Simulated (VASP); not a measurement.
# FeCo3 (Pm-3m) in VASP: single point with r2SCAN

Aim: the single point of FeCo3 with r2SCAN.

Program: VASP 6.6.1. These are calculated values, not measurements. Logs are shortened: lines on timing, memory, paths and dates and some standing lists are left out, and cuts for length are marked.

## Step 1: The cell of the first run

It takes space group Pm-3m (No. 221, cubic). Conventional cell: a = 3.536 Å, b = 3.536 Å, c = 3.536 Å, α = 90.00°, β = 90.00°, γ = 90.00°. Within 3.3 Å of Fe (site symmetry m-3m) lie 12 Co at 2.50 Å. Co (site symmetry 4/mmm) has 4 Fe at 2.50 Å and 8 Co at 2.50 Å within 3.3 Å.

## Step 2: Single point, r2SCAN, collinear spin, ferromagnetic start

POSCAR reads:

```
FeCo3
1.0
    3.5357030000      0.0000000000      0.0000000000
    0.0000000000      3.5357030000      0.0000000000
    0.0000000000      0.0000000000      3.5357030000
Fe Co
1 3
Direct
    0.0000000000      0.0000000000      0.0000000000
    0.5000000000      0.5000000000      0.0000000000
    0.5000000000      0.0000000000      0.5000000000
    0.0000000000      0.5000000000      0.5000000000
```

INCAR.step1 reads:

```
PREC = Accurate
ENCUT = 520
ISMEAR = -1
SIGMA = 0.1
LREAL = F
LASPH = T
NELM = 150
ISPIN = 2
MAGMOM = 2.4 1.8 1.8 1.8
LMAXMIX = 4
NBANDS = 30
GGA = PE
ALGO = Normal
EDIFF = 1E-4
LWAVE = T
LCHARG = F
```

INCAR.step2 reads:

```
PREC = Accurate
ENCUT = 520
EDIFF = 1E-7
ISMEAR = -1
SIGMA = 0.1
LREAL = F
LASPH = T
NELM = 150
ALGO = Normal
ISIF = 2
LWAVE = F
LCHARG = F
ISPIN = 2
MAGMOM = 2.4 1.8 1.8 1.8
LORBIT = 11
LMAXMIX = 4
METAGGA = R2SCAN
LMIXTAU = T
NBANDS = 30
ISTART = 1
```

KPOINTS reads:

```
Automatic mesh
0
Gamma
  7 7 7
```

Potentials or basis: VASP PAW PBE potentials, release 64 (Fe, Co).

Run with:

```console
$ cat potpaw_PBE.64/Fe/POTCAR potpaw_PBE.64/Co/POTCAR > POTCAR
$ cp INCAR.step1 INCAR
$ mpirun -np 1 vasp_std > vasp.out
$ cp INCAR.step2 INCAR
$ mpirun -np 1 vasp_std > vasp.out
```

OUTCAR:

```text
PREC = Accurate
   ENCUT = 520
   EDIFF = 1E-7
   ISMEAR = -1
   LREAL = F
   LASPH = T
   NELM = 150
   ISIF = 2
   ISPIN = 2
   LORBIT = 11
   METAGGA = R2SCAN
   ISTART = 1

 ion  position               nearest neighbor table
   1  0.000  0.000  0.000-   2 2.50   3 2.50   4 2.50   3 2.50   4 2.50   2 2.50   4 2.50   4 2.50
                             2 2.50   3 2.50   3 2.50   2 2.50
   2  0.500  0.500  0.000-   1 2.50   3 2.50   4 2.50   3 2.50   4 2.50   1 2.50   3 2.50   3 2.50
                             1 2.50   4 2.50   4 2.50   1 2.50
   3  0.500  0.000  0.500-   1 2.50   2 2.50   4 2.50   1 2.50   2 2.50   2 2.50   4 2.50   2 2.50
                             1 2.50   4 2.50   1 2.50   4 2.50
   4  0.000  0.500  0.500-   1 2.50   2 2.50   3 2.50   1 2.50   2 2.50   1 2.50   3 2.50   1 2.50
                             2 2.50   3 2.50   2 2.50   3 2.50

  LATTYP: Found a simple cubic cell.
 ALAT       =     3.5357030000

  Lattice vectors:

 A1 = (   3.5357030000,   0.0000000000,   0.0000000000)
 A2 = (   0.0000000000,   3.5357030000,   0.0000000000)
 A3 = (   0.0000000000,   0.0000000000,   3.5357030000)

Analysis of symmetry for initial positions (statically):
=====================================================================
 Subroutine PRICEL returns:
 Original cell was already a primitive cell.

 Routine SETGRP: Setting up the symmetry group for a
 simple cubic supercell.

 Subroutine GETGRP returns: Found 48 space group operations
 (whereof 48 operations were pure point group operations)
 out of a pool of 48 trial point group operations.

The static configuration has the point symmetry O_h .

Analysis of symmetry for dynamics (positions and initial velocities):
=====================================================================
 Subroutine PRICEL returns:
 Original cell was already a primitive cell.

 Routine SETGRP: Setting up the symmetry group for a
 simple cubic supercell.

 Subroutine GETGRP returns: Found 48 space group operations
 (whereof 48 operations were pure point group operations)
 out of a pool of 48 trial point group operations.

The dynamic configuration has the point symmetry O_h .

Analysis of structural, dynamic, and magnetic symmetry:
=====================================================================
 Subroutine PRICEL returns:
 Original cell was already a primitive cell.

 Routine SETGRP: Setting up the symmetry group for a
 simple cubic supercell.

 Subroutine GETGRP returns: Found 48 space group operations
 (whereof 48 operations were pure point group operations)
 out of a pool of 48 trial point group operations.

[... 127 lines left out ...]
   IVDW    =     0    specifies the selected vdW correction
   LEPSILON=     F    determine dielectric tensor
   LRPA    =     F    only Hartree local field effects (RPA)
 spin polarized calculation
  energy-cutoff  :      520.00
  volume of cell :       44.20
 maximum number of plane-waves:      1213
 NGX is ok and might be reduce to    28
   NGX = 13   NGY = 13   NGZ = 13

 number of electron      34.9999992 magnetization       8.0622833

 Free energy of the ion-electron system (eV)
  ---------------------------------------------------
  ext. energy  EPLUGINS =         0.00000000
  ---------------------------------------------------
  free energy    TOTEN  =       -54.16348790 eV

  energy without entropy =      -54.08305753  energy(sigma->0) =      -54.12327271

 E-fermi :   9.2899     XC(G=0): -14.5093

 val. band max:        9.2744423507   @ k =   0.1429   0.1429   0.1429
 cond. band min:       9.3200805546   @ k =   0.4286   0.2857   0.1429
 fundamental gap:      0.0456382039
 Fermi energy:         9.2898609821

 spin component 1

 k-point     1 :       0.0000    0.0000    0.0000
  band No.  band energies     occupation
      1      -0.1149      1.00000
      2       3.1659      1.00000
      3       3.1659      1.00000
      4       3.2733      1.00000
      5       3.9678      1.00000
      6       3.9678      1.00000
[... 629 lines left out ...]
     28      16.4624      0.00000
     29      30.4343      0.00000
 Fermi energy:         9.2898609821

 spin component 2

 k-point     1 :       0.0000    0.0000    0.0000
  band No.  band energies     occupation
      1      -0.6072      1.00000
      2       5.2548      1.00000
      3       5.2992      1.00000
      4       5.2993      1.00000
      5       5.7170      1.00000
      6       5.7170      1.00000
[... 629 lines left out ...]
     28      17.8129      0.00000
     29      30.3009      0.00000
 [bands above 29 left out]

------------------------ aborting loop because EDIFF is reached ----------------------------------------

  FORCE on cell =-STRESS in cart. coord.  units (eV):
  Direction    XX          YY          ZZ          XY          YZ          ZX
  --------------------------------------------------------------------------------------
  -------------------------------------------------------------------------------------
  Total       -0.0388208     -0.0388208     -0.0388208      0.0000000     -0.0000000      0.0000000
  in kB       -1.4071750     -1.4071750     -1.4071750      0.0000000     -0.0000000      0.0000000
  external PRESSURE =      -1.4071750 kB  Pullay stress =       0.0000000 kB

 VOLUME and BASIS-vectors are now :
 -----------------------------------------------------------------------------
  energy-cutoff  :      520.00
  volume of cell :       44.20
      direct lattice vectors                 reciprocal lattice vectors
     3.535703000  0.000000000  0.000000000     0.282829186  0.000000000  0.000000000
     0.000000000  3.535703000  0.000000000     0.000000000  0.282829186  0.000000000
     0.000000000  0.000000000  3.535703000     0.000000000  0.000000000  0.282829186

 POSITION                                       TOTAL-FORCE (eV/Angst)
 -----------------------------------------------------------------------------------
      0.00000      0.00000      0.00000         0.000000      0.000000      0.000000
      1.76785      1.76785      0.00000         0.000000      0.000000      0.000000
      1.76785      0.00000      1.76785         0.000000      0.000000      0.000000
      0.00000      1.76785      1.76785         0.000000      0.000000      0.000000
 -----------------------------------------------------------------------------------
    total drift:                                0.000000      0.000000      0.000000

  FREE ENERGIE OF THE ION-ELECTRON SYSTEM (eV)
  ---------------------------------------------------
  free  energy   TOTEN  =       -54.1634879006 eV

  energy  without entropy=      -54.0830575250  energy(sigma->0) =      -54.12327271

 total charge

# of ion       s       p       d       tot
------------------------------------------
    1        0.492   0.562   6.161   7.215
    2        0.512   0.558   7.228   8.298
    3        0.512   0.558   7.228   8.298
    4        0.512   0.558   7.228   8.298
--------------------------------------------------
tot          2.028   2.237  27.845  32.110

 magnetization (x)

# of ion       s       p       d       tot
------------------------------------------
    1        0.008  -0.059   2.909   2.858
    2       -0.012  -0.078   1.898   1.809
    3       -0.012  -0.078   1.898   1.809
    4       -0.012  -0.078   1.898   1.809
--------------------------------------------------
tot         -0.027  -0.294   8.604   8.284
```

Wall time 11 min (1 thread of Intel Xeon 8259CL, shared host); peak memory 0.21 GiB.

What came out:

```
Free energy                                           : -54.1635 eV
Pressure                                              : -0.1 GPa
Net moment                                            : 8.06 μB per cell
Site moments                                          : Fe +2.86; Co +1.81 μB
Valence electrons inside the program's atomic spheres : Fe 7.21; Co 8.30
```

Caveat: the PAW data sets were made with another functional, which shifts forces and pressure a little.
